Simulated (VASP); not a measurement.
# Mo (Im-3m) in VASP: single point with LDA

Aim: the single point of Mo with LDA.

Everything below comes from runs of VASP 6.6.1. Logs are shortened: lines on timing, memory, paths and dates and some standing lists are left out, and cuts for length are marked.

## Step 1: The cell of the first run

Symmetry: Im-3m, No. 229, cubic system. The conventional cell has a = 3.142 Å, b = 3.142 Å, c = 3.142 Å, α = 90.00°, β = 90.00°, γ = 90.00°. Mo (site symmetry m-3m) has 14 Mo at 2.72 to 3.14 Å within 3.6 Å.

## Step 2: Single point, LDA

INCAR reads:

```
SYSTEM = Mo
PREC     = Accurate       ! precision mode
ENCUT    = 500            ! plane-wave cutoff, eV
EDIFF    = 1E-6           ! SCF threshold, eV
ISMEAR   = 0              ! smearing method
SIGMA    = 0.1            ! smearing width, eV
LREAL    = .FALSE.        ! projectors in reciprocal space
LASPH    = .TRUE.         ! aspherical terms in the spheres
NELM     = 120            ! most SCF steps
ALGO     = Normal         ! electronic algorithm
ISIF     = 2              ! what is computed and relaxed
LWAVE    = .FALSE.        ! write WAVECAR
LCHARG   = .TRUE.         ! write CHGCAR
GGA      = CA             ! functional
LELF     = .TRUE.         ! ELF
LVHAR    = .TRUE.       
NBANDS   = 13             ! bands
GGA_COMPAT= .FALSE.
```

KPOINTS reads:

```
regular mesh
0
G
  8 8 8
  0 0 0
```

POSCAR reads:

```
Mo
1.0
   -1.5710000000      1.5710000000      1.5710000000
    1.5710000000     -1.5710000000      1.5710000000
    1.5710000000      1.5710000000     -1.5710000000
Mo
1
Direct
    0.0000000000      0.0000000000      0.0000000000
```

Potentials or basis: VASP PAW LDA potentials, release 64 (Mo_sv).

Run with:

```
> cat potpaw_LDA.64/Mo_sv/POTCAR > POTCAR
> mpirun -np 1 vasp_std > vasp.out
```

OUTCAR:

```text
SYSTEM = Mo
   PREC = Accurate
   ENCUT = 500
   EDIFF = 1E-6
   ISMEAR = 0
   LREAL = .FALSE.
   LASPH = .TRUE.
   NELM = 120
   ISIF = 2
   GGA = CA

 ion  position               nearest neighbor table
   1  0.000  0.000  0.000-

  LATTYP: Found a body centered cubic cell.
 ALAT       =     3.1420000000

  Lattice vectors:

 A1 = (  -1.5710000000,   1.5710000000,   1.5710000000)
 A2 = (   1.5710000000,  -1.5710000000,   1.5710000000)
 A3 = (   1.5710000000,   1.5710000000,  -1.5710000000)

Analysis of symmetry for initial positions (statically):
=====================================================================
 Subroutine PRICEL returns:
 Original cell was already a primitive cell.

 Routine SETGRP: Setting up the symmetry group for a
 body centered cubic supercell.

 Subroutine GETGRP returns: Found 48 space group operations
 (whereof 48 operations were pure point group operations)
 out of a pool of 48 trial point group operations.

The static configuration has the point symmetry O_h .

Analysis of symmetry for dynamics (positions and initial velocities):
=====================================================================
 Subroutine PRICEL returns:
 Original cell was already a primitive cell.

 Routine SETGRP: Setting up the symmetry group for a
 body centered cubic supercell.

 Subroutine GETGRP returns: Found 48 space group operations
 (whereof 48 operations were pure point group operations)
 out of a pool of 48 trial point group operations.

The dynamic configuration has the point symmetry O_h .

 Subroutine INISYM returns: Found 48 space group operations
 (whereof 48 operations are pure point group operations),
 and found     1 'primitive' translations

----------------------------------------------------------------------------------------

                                     Primitive cell

  volume of cell :      15.5092

  direct lattice vectors                    reciprocal lattice vectors
    -1.571000000  1.571000000  1.571000000     0.000000000  0.318268619  0.318268619
     1.571000000 -1.571000000  1.571000000     0.318268619  0.000000000  0.318268619
     1.571000000  1.571000000 -1.571000000     0.318268619  0.318268619  0.000000000

  length of vectors
     2.721051819  2.721051819  2.721051819     0.450099797  0.450099797  0.450099797

  position of ions in fractional coordinates (direct lattice)
     0.000000000  0.000000000  0.000000000

  ion indices of the primitive-cell ions
   primitive index   ion index
[... 75 lines left out ...]
   EDIFFG = 0.1E-04   stopping-criterion for IOM
   NSW    =      0    number of steps for IOM
   IBRION =     -1    ionic relax: 0-MD 1-quasi-New 2-CG
   NFREE  =      0    steps in history (QN), initial steepest desc. (CG)
   ISIF   =      2    stress and relaxation
   ISYM   =      2    0-nonsym 1-usesym 2-fastsym
   POTIM  = 0.5000    time-step for ionic-motion
   TEBEG  =    0.0;   TEEND  =   0.0 temperature during run
   PSTRESS=    0.0 pullay stress
   NELECT =      14.0000    total number of electrons
   NUPDOWN=      -1.0000    fix difference up-down
   EMIN   =  10.00;   EMAX   =-10.00  energy-range for DOS
   EFERMI =   0.00;   METHOD = LEGACY
   ISMEAR =     0;   SIGMA  =   0.10  broadening in eV -4-tet -1-fermi 0-gaus
   EFERMI_NEDOS =   21; number of points for ismear=-14 and -15
   IALGO  =     38    algorithm
   IMIX   =      4    mixing-type and parameters
     AMIX     =   0.40;   BMIX     =  1.00
     AMIX_MAG =   1.60;   BMIX_MAG =  1.00
  volume/ion in A,a.u.               =      15.51       104.66
  Fermi-wavevector in a.u.,A,eV,Ry     =   1.582176  2.989878 34.059184  2.503279
  Thomas-Fermi vector in A             =   2.682139
   LORBIT       =      0    0 simple, 1 ext, 2 COOP (PROOUT), +10 PAW based schemes
   GGA     = CA    functional components
   LHFCALC =     F    Hartree Fock is set to
   AEXX    =    0.0000 exact exchange contribution
   IVDW    =     0    specifies the selected vdW correction
   LEPSILON=     F    determine dielectric tensor
   LRPA    =     F    only Hartree local field effects (RPA)
 non-spin polarized calculation
 Gauss-broadening in eV      SIGMA  =   0.10
  energy-cutoff  :      500.00
  volume of cell :       15.51
 maximum number of plane-waves:       420
   NGX =  9   NGY =  9   NGZ =  9

 number of electron      14.0000000 magnetization

 Free energy of the ion-electron system (eV)
  ---------------------------------------------------
  ext. energy  EPLUGINS =         0.00000000
  ---------------------------------------------------
  free energy    TOTEN  =       -12.09994159 eV

  energy without entropy =      -12.09492617  energy(sigma->0) =      -12.09743388

 E-fermi :  12.4733     XC(G=0): -13.6481

 val. band max:       12.4371477811   @ k =  -0.2500   0.2500   0.1250
 cond. band min:      12.6328605759   @ k =  -0.1250   0.1250   0.1250
 fundamental gap:      0.1957127948
 Fermi energy:        12.4732806195

 k-point     1 :       0.0000    0.0000    0.0000
  band No.  band energies     occupation
      1     -48.3461      2.00000
      2     -21.7681      2.00000
      3     -21.7681      2.00000
      4     -21.7681      2.00000
      5       5.3396      2.00000
      6      11.2016      2.00000
      7      11.2016      2.00000
      8      11.2016      2.00000
      9      14.2305      0.00000
     10      14.2305      0.00000
     11      27.4310      0.00000
     12      27.4310      0.00000
     13      27.4310      0.00000
[... 354 lines left out ...]
  band No.  band energies     occupation
      1     -48.0040      2.00000
      2     -22.8509      2.00000
      3     -22.4367      2.00000
      4     -22.3050      2.00000
      5       8.5952      2.00000
      6       9.1816      2.00000
      7      11.9564      2.00000
      8      12.7984      0.00000
      9      15.5239      0.00000
     10      17.6345      0.00000
     11      26.5022      0.00000
     12      28.5433      0.00000
     13      29.5947      0.00000

 [... further k-points ...]
[... 5 lines left out ...]
  --------------------------------------------------------------------------------------
  -------------------------------------------------------------------------------------
  Total       -0.6290983     -0.6290983     -0.6290983      0.0000000      0.0000000     -0.0000000
  in kB      -64.9891078    -64.9891078    -64.9891078      0.0000000      0.0000000     -0.0000000
  external PRESSURE =     -64.9891078 kB  Pullay stress =       0.0000000 kB

 VOLUME and BASIS-vectors are now :
 -----------------------------------------------------------------------------
  energy-cutoff  :      500.00
  volume of cell :       15.51
      direct lattice vectors                 reciprocal lattice vectors
    -1.571000000  1.571000000  1.571000000     0.000000000  0.318268619  0.318268619
     1.571000000 -1.571000000  1.571000000     0.318268619  0.000000000  0.318268619
     1.571000000  1.571000000 -1.571000000     0.318268619  0.318268619  0.000000000

 POSITION                                       TOTAL-FORCE (eV/Angst)
 -----------------------------------------------------------------------------------
      0.00000      0.00000      0.00000        -0.000000     -0.000000      0.000000
 -----------------------------------------------------------------------------------
    total drift:                                0.000000      0.000000      0.000000

  FREE ENERGIE OF THE ION-ELECTRON SYSTEM (eV)
  ---------------------------------------------------
  free  energy   TOTEN  =       -12.0999415897 eV

  energy  without entropy=      -12.0949261676  energy(sigma->0) =      -12.09743388
```

stdout:

```text
POSCAR found type information on POSCAR Mo
 POSCAR found :  1 types and       1 ions
 scaLAPACK will be used
 LDA part: xc-table for (Slater(with rela. corr.)+CA(PZ))
 , standard interpolation
 POSCAR, INCAR and KPOINTS ok, starting setup
 FFT: planning ... GRIDC
 FFT: planning ... GRID_SOFT
 FFT: planning ... GRID
 WAVECAR not read
 entering main loop
```

Run time: 6.2 s. Hardware: 1 thread of Intel Xeon 8259CL, shared host; peak memory 0.12 GiB.

Results:

| Item | Value |
| --- | --- |
| Free energy | -12.0999 eV |
| Pressure | -6.5 GPa |
| Band gap on the k mesh | zero (band 7 reaches 16.65 eV, above the bottom of band 8 at 11.20 eV) |
